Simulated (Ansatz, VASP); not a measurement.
## Two plane-wave programs on N

```
N
1.0
     4.46093    0.00000    0.00000
     0.00000    4.46093    0.00000
     0.00000    0.00000    5.79303
N
4
Direct
  0.91283 0.91283 0.00000
  0.58717 0.41283 0.50000
  0.08717 0.08717 0.00000
  0.41283 0.58717 0.50000
```

Change from the starting cell: volume scaled by 1.020, atoms relaxed by PAW.

Alike in both runs: functional PBEsol; k mesh 6 × 6 × 4; no spin polarisation.

Ansatz relaxed the structure, and its values are those at the end. VASP's run is a single point on that final structure, the one shown.

```csv
,VASP,Ansatz
version,VASP 6.6.1,Ansatz 0.2.0
potentials or method,"VASP PAW PBE potentials, release 64 (N)","PAW with Ansatz's default frozen-core files, scalar-relativistic"
plane-wave cutoff (eV),520,420
occupations,"gaussian, width 0.01 eV",fixed
valence electrons in the cell,20,20
```

VASP gave:

* pressure (GPa): 1.7
* rms of the force components (eV/Å): 1.079

Q: What did Ansatz give for the same quantities?

A: Pressure (GPa): 0.0; rms of the force components (eV/Å): 0.001.

VASP's potentials were made for PBE, not for PBEsol. Ansatz's warnings: stress scf threshold loose.

Noted on VASP's run: the standard files for N, O and F lose accuracy on very short bonds.
